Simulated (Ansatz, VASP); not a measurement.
Si2Sn3: VASP beside Ansatz

```
Si Sn
1.0
     3.13451    0.00000    0.00000
    -1.56725    2.71456    0.00000
     0.00000    0.00000   14.16414
Si Sn
2 3
Cartesian
  0.0000 0.0000 8.2198
  0.0000 0.0000 5.9443
  0.0000 0.0000 10.9454
  0.0000 0.0000 0.0000
  0.0000 0.0000 3.2187
```

Alike in both runs: functional PBE; k mesh 6 × 6 × 2; occupations gaussian, width 0.1 eV; no spin polarisation.

Ansatz relaxed the structure, and its values are those at the end. VASP's run is a single point on that final structure, the one shown.

```csv
,VASP,Ansatz
version,VASP 6.6.1,Ansatz 0.2.0
potentials or method,"VASP PAW PBE potentials, release 64 (Si, Sn_d), cutoff 520 eV","scalar-relativistic, plane waves, PAW"
valence electrons in the cell,50,50
```

VASP gave:

- gap on the k mesh at the Fermi level (eV): none
- pressure (GPa): -0.1
- rms of the force components (eV/Å): 0.004

Task: Which values does Ansatz return?

Result: gap on the k mesh at the Fermi level (eV): none; pressure (GPa): 0.0; rms of the force components (eV/Å): 0.005.

A gap of «none» marks a metal or a gap that the smearing closes.

The k mesh is coarse, so the values compare programs but aren't converged.
